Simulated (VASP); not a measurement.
# GaSb (F-43m) in VASP: notebook

The runs below take GaSb through single point, with PBE-based screened hybrid with 50 % exact exchange, HSE06.

All numbers are computed with VASP 6.6.1; they aren't measurements. Logs are shortened: lines on timing, memory, paths and dates and some standing lists are left out, and cuts for length are marked.

### Step 1. The cell of the first run

It takes space group F-43m (No. 216, cubic). Conventional cell: a = 6.132 Å, b = 6.132 Å, c = 6.132 Å, α = 90.00°, β = 90.00°, γ = 90.00°. Within 3.5 Å of Ga (site symmetry -43m) lie 4 Sb at 2.66 Å. Sb (site symmetry -43m) has 4 Ga at 2.66 Å within 3.5 Å.

### Step 2. Single point, PBE-based screened hybrid with 50 % exact exchange

POSCAR

```
GaSb
1.0
    0.0000000000      3.0658787993      3.0658787993
    3.0658787993      0.0000000000      3.0658787993
    3.0658787993      3.0658787993      0.0000000000
Ga Sb
1 1
Direct
    0.0000000000      0.0000000000      0.0000000000
    0.2500000000      0.2500000000      0.2500000000
```

INCAR.step1

```
ALGO = Normal
EDIFF = 1E-5
ENCUT = 520
GGA = PE
ISIF = 2
ISMEAR = -1
LASPH = T
LREAL = F
LWAVE = T
NBANDS = 16
NELM = 80
PREC = Accurate
SIGMA = 0.02
```

INCAR.step2

```
AEXX = 0.5
ALGO = Normal
EDIFF = 1E-6
ENCUT = 520
GGA = PE
HFSCREEN = 0.2078
ISIF = 2
ISMEAR = -1
ISTART = 1
LASPH = T
LCHARG = T
LELF = T
LHFCALC = T
LREAL = F
LVHAR = T
LWAVE = F
NBANDS = 16
NELM = 80
PREC = Accurate
PRECFOCK = Normal
SIGMA = 0.02
```

KPOINTS

```
k-points
0
Gamma
  4 4 4
```

Potentials or basis: VASP PAW PBE potentials, release 64 (Ga_d, Sb).

Started as:

```bash
$ cat potpaw_PBE.64/Ga_d/POTCAR potpaw_PBE.64/Sb/POTCAR > POTCAR
$ cp INCAR.step1 INCAR
$ mpirun -np 1 vasp_std > vasp.out
$ cp INCAR.step2 INCAR
$ mpirun -np 1 vasp_std > vasp.out
```

OUTCAR:

```text
AEXX = 0.5
   EDIFF = 1E-6
   ENCUT = 520
   GGA = PE
   HFSCREEN = 0.2078
   ISIF = 2
   ISMEAR = -1
   ISTART = 1
   LASPH = T
   LHFCALC = T
   LREAL = F
   NELM = 80
   PREC = Accurate
   PRECFOCK = Normal

 ion  position               nearest neighbor table
   1  0.000  0.000  0.000-   2 2.66   2 2.66   2 2.66   2 2.66
   2  0.250  0.250  0.250-   1 2.66   1 2.66   1 2.66   1 2.66

  LATTYP: Found a face centered cubic cell.
 ALAT       =     6.1317575986

  Lattice vectors:

 A1 = (   0.0000000000,   3.0658787993,   3.0658787993)
 A2 = (   3.0658787993,   0.0000000000,   3.0658787993)
 A3 = (   3.0658787993,   3.0658787993,   0.0000000000)

Analysis of symmetry for initial positions (statically):
=====================================================================
 Subroutine PRICEL returns:
 Original cell was already a primitive cell.

 Routine SETGRP: Setting up the symmetry group for a
 face centered cubic supercell.

 Subroutine GETGRP returns: Found 24 space group operations
 (whereof 24 operations were pure point group operations)
 out of a pool of 48 trial point group operations.

The static configuration has the point symmetry T_d .

Analysis of symmetry for dynamics (positions and initial velocities):
=====================================================================
 Subroutine PRICEL returns:
 Original cell was already a primitive cell.

 Routine SETGRP: Setting up the symmetry group for a
 face centered cubic supercell.

 Subroutine GETGRP returns: Found 24 space group operations
 (whereof 24 operations were pure point group operations)
 out of a pool of 48 trial point group operations.

The dynamic configuration has the point symmetry T_d .

 Subroutine INISYM returns: Found 24 space group operations
 (whereof 24 operations are pure point group operations),
 and found     1 'primitive' translations

----------------------------------------------------------------------------------------

                                     Primitive cell

  volume of cell :      57.6361

  direct lattice vectors                    reciprocal lattice vectors
     0.000000000  3.065878799  3.065878799    -0.163085377  0.163085377  0.163085377
     3.065878799  0.000000000  3.065878799     0.163085377 -0.163085377  0.163085377
     3.065878799  3.065878799  0.000000000     0.163085377  0.163085377 -0.163085377

  length of vectors
     4.335807379  4.335807379  4.335807379     0.282472159  0.282472159  0.282472159

  position of ions in fractional coordinates (direct lattice)
     0.000000000  0.000000000  0.000000000
     0.250000000  0.250000000  0.250000000

  ion indices of the primitive-cell ions
   primitive index   ion index
                 1           1
                 2           2

----------------------------------------------------------------------------------------

 KPOINTS: k-points

Automatic generation of k-mesh.
 Grid dimensions read from file:
 generate k-points for:    4    4    4

 Generating k-lattice:

  Cartesian coordinates                     Fractional coordinates (reciprocal lattice)
    -0.040771344  0.040771344  0.040771344     0.250000000  0.000000000  0.000000000
     0.040771344 -0.040771344  0.040771344     0.000000000  0.250000000  0.000000000
     0.040771344  0.040771344 -0.040771344     0.000000000  0.000000000  0.250000000

  Length of vectors
     0.070618040  0.070618040  0.070618040

  Shift w.r.t. Gamma in fractional coordinates (k-lattice)
     0.000000000  0.000000000  0.000000000

 Subroutine IBZKPT returns following result:
 ===========================================

 Found      8 irreducible k-points:

 Following reciprocal coordinates:
            Coordinates               Weight
  0.000000  0.000000  0.000000      1.000000
  0.250000  0.000000  0.000000      8.000000
  0.500000  0.000000  0.000000      4.000000
  0.250000  0.250000  0.000000      6.000000
  0.500000  0.250000  0.000000     24.000000
 -0.250000  0.250000  0.000000     12.000000
  0.500000  0.500000  0.000000      3.000000
 -0.250000  0.500000  0.250000      6.000000
   k-points           NKPTS =      8   k-points in BZ     NKDIM =     64   number of bands    NBANDS=     16
   number of dos      NEDOS =    301   number of ions     NIONS =      2
   total plane-waves  NPLWV =  32768
   dimension x,y,z NGX =    32 NGY =   32 NGZ =   32
   dimension x,y,z NGXF=    64 NGYF=   64 NGZF=   64
   ions per type =               1   1
   NGX,Y,Z   is equivalent  to a cutoff of  12.27, 12.27, 12.27 a.u.
   NGXF,Y,Z  is equivalent  to a cutoff of  24.54, 24.54, 24.54 a.u.
 SYSTEM =  unknown system
   PREC   = accura    normal or accurate (medium, high low for compatibility)
   ISTART =      1    job   : 0-new  1-cont  2-samecut
   ICHARG =      0    charge: 1-file 2-atom 10-const
   ISPIN  =      1    spin polarized calculation?
   LNONCOLLINEAR =      F non collinear calculations
   LSORBIT =      F    spin-orbit coupling
   LASPH  =      T    aspherical Exc in radial PAW
   ENCUT  =  520.0 eV  38.22 Ry    6.18 a.u.   8.06  8.06  8.06*2*pi/ulx,y,z
   NELM   =     80;   NELMIN=  2; NELMDL=  0     # of ELM steps
   EDIFF  = 0.1E-05   stopping-criterion for ELM
   LREAL  =      F    real-space projection
   EDIFFG = 0.1E-04   stopping-criterion for IOM
   NSW    =      0    number of steps for IOM
   IBRION =     -1    ionic relax: 0-MD 1-quasi-New 2-CG
   NFREE  =      0    steps in history (QN), initial steepest desc. (CG)
   ISIF   =      2    stress and relaxation
   ISYM   =      3    0-nonsym 1-usesym 2-fastsym
   POTIM  = 0.5000    time-step for ionic-motion
   TEBEG  =    0.0;   TEEND  =   0.0 temperature during run
   PSTRESS=    0.0 pullay stress
   NELECT =      18.0000    total number of electrons
   NUPDOWN=      -1.0000    fix difference up-down
   EMIN   =  10.00;   EMAX   =-10.00  energy-range for DOS
   EFERMI =   0.00;   METHOD = LEGACY
   ISMEAR =    -1;   SIGMA  =   0.02  broadening in eV -4-tet -1-fermi 0-gaus
   EFERMI_NEDOS =   21; number of points for ismear=-14 and -15
   IALGO  =     38    algorithm
   IMIX   =      1    mixing-type and parameters
     AMIX     =   0.40;   BMIX     =  1.00
     AMIX_MAG =   1.60;   BMIX_MAG =  1.00
  volume/ion in A,a.u.               =      28.82       194.47
  Fermi-wavevector in a.u.,A,eV,Ry     =   1.110710  2.098938 16.785191  1.233677
  Thomas-Fermi vector in A             =   2.247265
   LORBIT       =      0    0 simple, 1 ext, 2 COOP (PROOUT), +10 PAW based schemes
   GGA     = PE    functional components
   LHFCALC =     T    Hartree Fock is set to
   PRECFOCK=normal    Normal, Fast or Accurate (Low or Medium for compatibility)
   ENCUT4O =  -1.0   cutoff for four orbital integrals eV
   NKREDX  =     1    reduce k-point grid by
   NKREDY  =     1    reduce k-point grid by
   NKREDZ  =     1    reduce k-point grid by
   AEXX    =    0.5000 exact exchange contribution
   HFSCREEN=    0.2078 screening length (either q_TF or 0.3 A-1)
   HFSCREENC=   0.2078 screening length for correlation (either q_TF or 0.3 A-1)
   ENCUTFOCK=  -1.0 apply spherical cutoff to Coloumb kernel
   IVDW    =     0    specifies the selected vdW correction
   LEPSILON=     F    determine dielectric tensor
   LRPA    =     F    only Hartree local field effects (RPA)
 non-spin polarized calculation
  energy-cutoff  :      520.00
  volume of cell :       57.64
 maximum number of plane-waves:      1572
  NGX = 28; NGY = 28; NGZ = 28

 number of electron      17.9999989 magnetization

 Free energy of the ion-electron system (eV)
  ---------------------------------------------------
  ext. energy  EPLUGINS =         0.00000000
  ---------------------------------------------------
  free energy    TOTEN  =       -11.27202479 eV

  energy without entropy =      -11.27202479  energy(sigma->0) =      -11.27202479

 E-fermi :   4.2114     XC(G=0):  -6.0328

 val. band max:        3.7804401526   @ k =   0.0000   0.0000   0.0000
 cond. band min:       5.8037387518   @ k =   0.0000   0.0000   0.0000
 fundamental gap:      2.0232985992
 Fermi energy:         4.2114090448

 k-point     1 :       0.0000    0.0000    0.0000
  band No.  band energies     occupation
      1     -16.4214      2.00000
      2     -16.4214      2.00000
      3     -16.4214      2.00000
      4     -16.3665      2.00000
      5     -16.3665      2.00000
      6      -9.5086      2.00000
[... 8 lines left out ...]
     15      14.2974      0.00000
     16      14.2974      0.00000

 k-point     2 :       0.2500    0.0000    0.0000
  band No.  band energies     occupation
      1     -16.4265      2.00000
      2     -16.4165      2.00000
      3     -16.4165      2.00000
      4     -16.3669      2.00000
      5     -16.3669      2.00000
      6      -8.7774      2.00000
[... 8 lines left out ...]
     15      13.2461      0.00000
     16      13.2461      0.00000

 k-point     3 :       0.5000    0.0000    0.0000
  band No.  band energies     occupation
      1     -16.4316      2.00000
      2     -16.4121      2.00000
      3     -16.4120      2.00000
      4     -16.3668      2.00000
      5     -16.3668      2.00000
      6      -7.5531      2.00000
[... 8 lines left out ...]
     15      15.9950      0.00000
     16      15.9950      0.00000

 k-point     4 :       0.2500    0.2500    0.0000
  band No.  band energies     occupation
      1     -16.4336      2.00000
      2     -16.4114      2.00000
      3     -16.4114      2.00000
      4     -16.3702      2.00000
      5     -16.3650      2.00000
      6      -8.5147      2.00000
[... 8 lines left out ...]
     15      15.1211      0.00000
     16      15.2049      0.00000

 k-point     5 :       0.5000    0.2500    0.0000
  band No.  band energies     occupation
      1     -16.4377      2.00000
      2     -16.4072      2.00000
      3     -16.4064      2.00000
      4     -16.3708      2.00000
      5     -16.3654      2.00000
      6      -7.1889      2.00000
[... 8 lines left out ...]
     15      16.0894      0.00000
     16      16.5395      0.00000

 k-point     6 :      -0.2500    0.2500    0.0000
  band No.  band energies     occupation
      1     -16.4331      2.00000
      2     -16.4110      2.00000
      3     -16.4097      2.00000
      4     -16.3678      2.00000
      5     -16.3674      2.00000
      6      -7.7054      2.00000
[... 8 lines left out ...]
     15      14.6315      0.00000
     16      16.6820      0.00000

 k-point     7 :       0.5000    0.5000    0.0000
  band No.  band energies     occupation
      1     -16.4448      2.00000
      2     -16.4012      2.00000
      3     -16.4012      2.00000
      4     -16.3750      2.00000
      5     -16.3636      2.00000
      6      -6.5320      2.00000
[... 8 lines left out ...]
     15      17.2034      0.00000
     16      17.2521      0.00000

 k-point     8 :      -0.2500    0.5000    0.2500
  band No.  band energies     occupation
      1     -16.4395      2.00000
      2     -16.4070      2.00000
      3     -16.4021      2.00000
      4     -16.3711      2.00000
      5     -16.3662      2.00000
      6      -6.4820      2.00000
[... 8 lines left out ...]
     15      16.1856      0.00000
     16      17.6162      0.00000

------------------------ aborting loop because EDIFF is reached ----------------------------------------

  FORCE on cell =-STRESS in cart. coord.  units (eV):
  Direction    XX          YY          ZZ          XY          YZ          ZX
  --------------------------------------------------------------------------------------
  -------------------------------------------------------------------------------------
  Total       -1.1721350     -1.1721350     -1.1721350      0.0000000     -0.0000000      0.0000000
  in kB      -32.5831641    -32.5831641    -32.5831641      0.0000000     -0.0000000      0.0000000
  external PRESSURE =     -32.5831641 kB  Pullay stress =       0.0000000 kB

 VOLUME and BASIS-vectors are now :
 -----------------------------------------------------------------------------
  energy-cutoff  :      520.00
  volume of cell :       57.64
      direct lattice vectors                 reciprocal lattice vectors
     0.000000000  3.065878799  3.065878799    -0.163085377  0.163085377  0.163085377
     3.065878799  0.000000000  3.065878799     0.163085377 -0.163085377  0.163085377
     3.065878799  3.065878799  0.000000000     0.163085377  0.163085377 -0.163085377

 POSITION                                       TOTAL-FORCE (eV/Angst)
 -----------------------------------------------------------------------------------
      0.00000      0.00000      0.00000        -0.000000     -0.000000     -0.000000
      1.53294      1.53294      1.53294         0.000000      0.000000      0.000000
 -----------------------------------------------------------------------------------
    total drift:                                0.000019     -0.000046     -0.000004

  FREE ENERGIE OF THE ION-ELECTRON SYSTEM (eV)
  ---------------------------------------------------
  free  energy   TOTEN  =       -11.2720247869 eV

  energy  without entropy=      -11.2720247869  energy(sigma->0) =      -11.27202479
```

Run time: 12 min. Hardware: 1 thread of Intel Xeon Platinum 8375C at 2.90GHz (Ice Lake), shared host; peak memory 0.29 GiB.

What came out:

- Free energy: -11.2720 eV
- Pressure: -3.3 GPa
- Band gap on the k mesh: 2.02 eV

Caveat: the k points lie up to 0.44 Å⁻¹ apart; the PAW data sets were made with another functional, which shifts forces and pressure a little; spin-orbit coupling is left out, which moves the levels of the heavy elements. A k mesh can miss the band edges.

### Step 3. Single point, HSE06

POSCAR is that of step 2.

INCAR.step1

```
  PREC = Accurate
  ENCUT = 520
  EDIFF = 1E-5
  ISMEAR = -1
  SIGMA = 0.2
  LREAL = False
  LASPH = True
  NELM = 100
  ALGO = Normal
  ISIF = 2
  LWAVE = True
  GGA = PE
  NBANDS = 16
```

INCAR.step2

```
  PREC = Accurate
  ENCUT = 520
  EDIFF = 1E-6
  ISMEAR = -1
  SIGMA = 0.2
  LREAL = False
  LASPH = True
  NELM = 100
  ALGO = Normal
  ISIF = 2
  LWAVE = False
  LCHARG = True
  GGA = PE
  LHFCALC = True
  HFSCREEN = 0.2079
  PRECFOCK = Normal
  LELF = True
  LVHAR = True
  ISTART = 1
  NBANDS = 16
```

KPOINTS

```
Automatic mesh
0
Gamma
  4 4 4
```

Potentials or basis: VASP PAW PBE potentials, release 64 (Ga_d, Sb).

Started as:

```bash
$ cat potpaw_PBE.64/Ga_d/POTCAR potpaw_PBE.64/Sb/POTCAR > POTCAR
$ cp INCAR.step1 INCAR
$ mpirun -np 1 vasp_std > vasp.out
$ cp INCAR.step2 INCAR
$ mpirun -np 1 vasp_std > vasp.out
```

Run time: 12 min. Hardware: 1 thread of Intel Xeon Platinum 8375C at 2.90GHz (Ice Lake), shared host; peak memory 0.3 GiB.

It converged, with:

```
Free energy            : -8.7864 eV
Pressure               : 0.1 GPa
Band gap on the k mesh : 0.83 eV
```

Levels at points of the mesh, in eV from the valence-band top:
```tsv
k point	band 6	band 7	band 8	band 9	band 10	band 11	band 12	band 13
(0.00, 0.00, 0.00)	-12.49	0.00	0.00	0.00	0.83	3.49	3.49	3.49
(0.50, 0.00, 0.00)	-10.70	-6.85	-1.23	-1.23	1.07	4.49	4.49	7.32
(0.50, 0.50, 0.00)	-9.78	-7.34	-2.76	-2.76	1.52	1.85	9.86	9.86
```

Caveat: the k points lie up to 0.44 Å⁻¹ apart; the PAW data sets were made with another functional, which shifts forces and pressure a little; spin-orbit coupling is left out, which moves the levels of the heavy elements. A k mesh can miss the band edges.
